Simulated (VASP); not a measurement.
# HgPt2 (R-3m) in VASP: a series of runs, part 2 of 2

VASP 6.6.1. The steps go on from the part before.

### Step 3. Relaxation of cell and atoms, PBE

This run uses another cell than the first one, of 19.13 Å³/atom, 1.112 times its volume.

File INCAR:

```
ALGO = Normal
EDIFF = 1E-6
EDIFFG = -0.04
ENCUT = 600
GGA = PE
IBRION = 2
ISIF = 3
ISMEAR = 0
LASPH = True
LCHARG = False
LREAL = False
LWAVE = False
NELM = 60
NSW = 90
PREC = Accurate
SIGMA = 0.1
```

File KPOINTS:

```
k-points
0
Gamma
  6 6 6
```

File POSCAR:

```
HgPt2
1.0
    1.7637473559      1.0183000107      5.3269682041
   -1.7637473559      1.0183000107      5.3269682041
    0.0000000000     -2.0366000214      5.3269682041
Hg Pt
1 2
Direct
    0.0000000000      0.0000000000      0.0000000000
    0.7500000000      0.7500000000      0.7500000000
    0.2500000000      0.2500000000      0.2500000000
```

Potentials or basis: VASP PAW PBE potentials, release 64 (Hg, Pt).

On the command line:

```sh
$ cat potpaw_PBE.64/Hg/POTCAR potpaw_PBE.64/Pt/POTCAR > POTCAR
$ mpirun -np 1 vasp_std > vasp.out
```

OUTCAR:

```text
EDIFF = 1E-6
   EDIFFG = -0.04
   ENCUT = 600
   GGA = PE
   IBRION = 2
   ISIF = 3
   ISMEAR = 0
   LASPH = True
   LREAL = False
   NELM = 60
   NSW = 90
   PREC = Accurate

 ion  position               nearest neighbor table
   1  0.000  0.000  0.000-   2 2.43   3 2.43   2 2.43   2 2.43   3 2.43   3 2.43
   2  0.750  0.750  0.750-   1 2.43   1 2.43   1 2.43   3 3.35   3 3.35   3 3.35   3 3.35   3 3.35
                             3 3.35
   3  0.250  0.250  0.250-   1 2.43   1 2.43   1 2.43   2 3.35   2 3.35   2 3.35   2 3.35   2 3.35
                             2 3.35

  LATTYP: Found a trigonal (rhomboedric) cell.
 ALAT       =     5.7030105992
 COS(alpha) =     0.8087090652

  Lattice vectors:

 A1 = (   1.7637473559,   1.0183000107,   5.3269682041)
 A2 = (  -1.7637473559,   1.0183000107,   5.3269682041)
 A3 = (   0.0000000000,  -2.0366000214,   5.3269682041)

Analysis of symmetry for initial positions (statically):
=====================================================================
 Subroutine PRICEL returns:
 Original cell was already a primitive cell.

 Routine SETGRP: Setting up the symmetry group for a
 trigonal (rhombohedral) supercell.

 Subroutine GETGRP returns: Found 12 space group operations
[... 163 lines left out ...]
 Free energy of the ion-electron system (eV)
  ---------------------------------------------------
  ext. energy  EPLUGINS =         0.00000000
  ---------------------------------------------------
  free energy    TOTEN  =        -7.44655397 eV

  energy without entropy =       -7.42761444  energy(sigma->0) =       -7.43708421

------------------------ aborting loop because EDIFF is reached ----------------------------------------

  FORCE on cell =-STRESS in cart. coord.  units (eV):
  Direction    XX          YY          ZZ          XY          YZ          ZX
  --------------------------------------------------------------------------------------
  -------------------------------------------------------------------------------------
  Total       15.5604839     15.5604839     11.2530270      0.0000000     -0.0000000     -0.0000000
  in kB      434.3003732    434.3003732    314.0772402      0.0000000     -0.0000000     -0.0000000
  external PRESSURE =     394.2259955 kB  Pullay stress =       0.0000000 kB
[... 1776 lines left out ...]
     19      16.5118      0.00000
     20      18.1321      0.00000

 [... further k-points ...]

[... ionic steps 4 to 35 ...]

--------------------------------------- Ionic step       36  -------------------------------------------

 number of electron      32.0000000 magnetization

------------------------ aborting loop because EDIFF is reached ----------------------------------------
[... 69 lines left out ...]
--------------------------------------- Ionic step       38  -------------------------------------------

 number of electron      32.0000000 magnetization

 Free energy of the ion-electron system (eV)
  ---------------------------------------------------
  ext. energy  EPLUGINS =         0.00000000
  ---------------------------------------------------
  free energy    TOTEN  =       -12.00021000 eV

  energy without entropy =      -11.99041136  energy(sigma->0) =      -11.99531068

 E-fermi :   7.7959     XC(G=0): -12.6841

 val. band max:        7.7850707491   @ k =   0.3333   0.0000   0.0000
 cond. band min:       7.8009488466   @ k =  -0.1667   0.1667   0.1667
 fundamental gap:      0.0158780976
 Fermi energy:         7.7958520593
[... 582 lines left out ...]
  FREE ENERGIE OF THE ION-ELECTRON SYSTEM (eV)
  ---------------------------------------------------
  free  energy   TOTEN  =       -12.0002100005 eV

  energy  without entropy=      -11.9904113595  energy(sigma->0) =      -11.99531068

 reached required accuracy - stopping structural energy minimisation
```

OSZICAR:

```text
N       E                     dE             d eps       ncg     rms          rms(c)
DAV:   1     0.250161382712E+03    0.25016E+03   -0.18211E+04  1280   0.174E+03
DAV:   2     0.101962995220E+01   -0.24914E+03   -0.23527E+03  1388   0.378E+02
DAV:   3    -0.782099626100E+01   -0.88406E+01   -0.84075E+01  1464   0.716E+01
DAV:   4    -0.793249579242E+01   -0.11150E+00   -0.11101E+00  1408   0.709E+00
[... 367 lines left out ...]
       N       E                     dE             d eps       ncg     rms          rms(c)
DAV:   1    -0.120002642404E+02   -0.58473E-04   -0.16651E-03  1324   0.379E-01    0.465E-02
DAV:   2    -0.120002155295E+02    0.48711E-04   -0.15490E-04  1416   0.110E-01    0.200E-02
DAV:   3    -0.120002105772E+02    0.49523E-05   -0.14884E-05  1444   0.508E-02    0.160E-02
DAV:   4    -0.120002100005E+02    0.57671E-06   -0.20223E-06   836   0.115E-02
  38 F= -.12000210E+02 E0= -.11995311E+02  d E =-.158978E-03
```

CONTCAR:

```text
HgPt2
   1.00000000000000
     1.4498345139001638    0.8370623468763829    7.1003414457828402
    -1.4498345139001643    0.8370623468763829    7.1003414457828402
    -0.0000000000000005   -1.6741246937527641    7.1003414457828402
  Hg              Pt
     1     2
Direct
     0.0000000000000000    0.0000000000000000    0.0000000000000000
     0.7788512372153334    0.7788512372153334    0.7788512372153334
     0.2211487627846666    0.2211487627846666    0.2211487627846665

  0.00000000E+00  0.00000000E+00  0.00000000E+00
  0.00000000E+00  0.00000000E+00  0.00000000E+00
  0.00000000E+00  0.00000000E+00  0.00000000E+00
```

Run time: 15 min. Hardware: 1 thread of Intel Xeon 6975P-C (Granite Rapids), shared host; peak memory 0.42 GiB.

What came out:

* Free energy: -12.0002 eV
* Relaxed volume: 17.23 Å³/atom
* Relaxed cell: a = 7.295 Å, b = 7.295 Å, c = 7.295 Å, α = 22.93°, β = 22.93°, γ = 22.93°
* Space group after relaxing (to 0.05 Å): R-3m (No. 166)
* Energy gained by relaxing: 1517.9 meV/atom
* Ionic steps: 38
* Pressure after relaxing: -0.1 GPa
* Largest force after relaxing: 0.010 eV/Å
* Band gap on the k mesh: zero (band 16 reaches 9.43 eV, above the bottom of band 17 at 7.18 eV)

Forces on the atoms (eV/Å):
```
Hg   0.000  0.000  0.000
Pt   0.000  0.000  0.010
Pt   0.000  0.000 -0.010
```

The path:
| step | energy change (eV) | largest force (eV/Å) | pressure (GPa) | volume (Å³) |
| --- | --- | --- | --- | --- |
| 1 | 0.0000 | 6.9896 | 39.42 | 57.40 |
| 2 | 0.6152 | 0.3680 | -13.78 | 105.96 |
| 3 | -2.0090 | 1.4130 | -9.25 | 73.21 |
| 4 | -2.0611 | 1.7060 | -7.15 | 71.29 |
| 5 | -2.0751 | 2.0412 | -4.64 | 69.45 |
| 6 | -2.6295 | 2.3608 | -4.02 | 65.27 |
| 7 | -3.2690 | 0.0941 | 21.41 | 53.57 |
| 8 | -3.3088 | 2.1939 | 3.24 | 58.86 |
| 9 | -3.4340 | 1.6228 | 8.43 | 56.67 |
| 10 | -3.4386 | 1.2651 | 11.24 | 55.82 |
| 11 | -3.5899 | 0.0529 | 8.81 | 56.95 |
| 12 | -3.5955 | 0.3779 | 8.61 | 57.24 |
| 13 | -3.6804 | 0.0598 | 1.12 | 59.88 |
| 14 | -3.6823 | 0.1279 | -0.08 | 60.39 |
| 15 | -3.6823 | 0.1199 | 0.06 | 60.33 |
| 16 | -3.6841 | 0.0930 | 0.02 | 60.34 |
| 17 | -3.6890 | 0.0090 | -0.09 | 60.36 |
| 18 | -3.6947 | 0.1867 | -0.22 | 60.40 |
| 19 | -3.6953 | 0.2844 | -0.26 | 60.42 |
| 20 | -3.6975 | 0.2877 | -0.31 | 60.37 |
| 21 | -3.7052 | 0.2975 | -0.42 | 60.22 |
| 22 | -3.7220 | 0.3297 | -0.60 | 59.90 |
| 23 | -3.7590 | 0.4128 | -0.84 | 59.12 |
| 24 | -3.9071 | 0.5498 | -1.40 | 57.10 |
| 25 | -4.4825 | 0.9922 | 2.78 | 51.45 |
| 26 | 16.1939 | 0.0650 | 366.70 | 35.94 |
| 27 | -4.5080 | 0.7585 | 3.09 | 51.19 |
| 28 | -4.5108 | 0.7018 | 4.92 | 50.59 |
| 29 | -1.9801 | 0.2945 | 68.34 | 43.68 |
| 30 | -4.5095 | 0.6271 | 5.82 | 50.31 |
| 31 | -4.5008 | 0.6026 | 6.89 | 50.01 |
| 32 | -4.5361 | 0.1677 | -3.53 | 52.85 |
| 33 | -4.5459 | 0.2884 | -0.50 | 51.91 |
| 34 | -4.5499 | 0.1974 | -0.30 | 51.81 |
| 35 | -4.5532 | 0.0508 | 0.44 | 51.52 |
| 36 | -4.5535 | 0.0023 | 0.26 | 51.58 |
| 37 | -4.5537 | 0.0125 | -0.18 | 51.72 |
| 38 | -4.5537 | 0.0103 | -0.14 | 51.70 |

Final structure:
```
Hg Pt
1.0
     1.44983    0.83706    7.10034
    -1.44983    0.83706    7.10034
     0.00000   -1.67412    7.10034
Hg Pt
1 2
Cartesian
  0.0000 0.0000 0.0000
  0.0000 0.0000 16.5903
  0.0000 0.0000 4.7107
```

Caveat: spin-orbit coupling is left out, which moves the levels of the heavy elements.
